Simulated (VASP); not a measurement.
**C: single point with PBE+D3(BJ)**

System: C, a slab with vacuum.

```xyz
8
Lattice="2.4651 0.0000 0.0000 -1.2326 2.1349 0.0000 0.0000 0.0000 46.2216" Properties=species:S:1:pos:R:3 pbc="T T T"
C     0.0000    0.0000   18.0361
C     1.2326    0.7116   18.0357
C     0.0000    0.0000   21.4212
C     0.0000    1.4233   21.4213
C     0.0000    0.0000   24.8004
C     1.2326    0.7116   24.8003
C     0.0000    0.0000   28.1855
C     0.0000    1.4233   28.1859
```

This cell differs from its parent crystal: a layer taken out of the bulk.

```json
{
  "Program": "VASP 6.6.1",
  "Task": "single point",
  "Functional": "PBE",
  "Dispersion": "D3(BJ)",
  "Potentials or basis": "VASP PAW PBE potentials, release 64 (C)",
  "Cutoff": "520 eV",
  "k mesh": "18 × 18 × 1",
  "Occupations": "gaussian, width 0.1 eV",
  "Spin": "no spin polarisation",
  "Dipole correction": "yes",
  "Further INCAR settings": "ALGO = Normal; EDIFF = 1e-06; NBANDS = 26"
}
```

- Dispersion energy per atom: -0.136 eV
- Ionisation potential of the upper face: 4.29 eV

It took 3.4 min on 1 thread of AMD EPYC 9R45 96-Core Processor (Zen 5) (shared host), peak memory 0.39 GiB.

Caveat: the cell differs from its parent crystal (a layer taken out of the bulk).
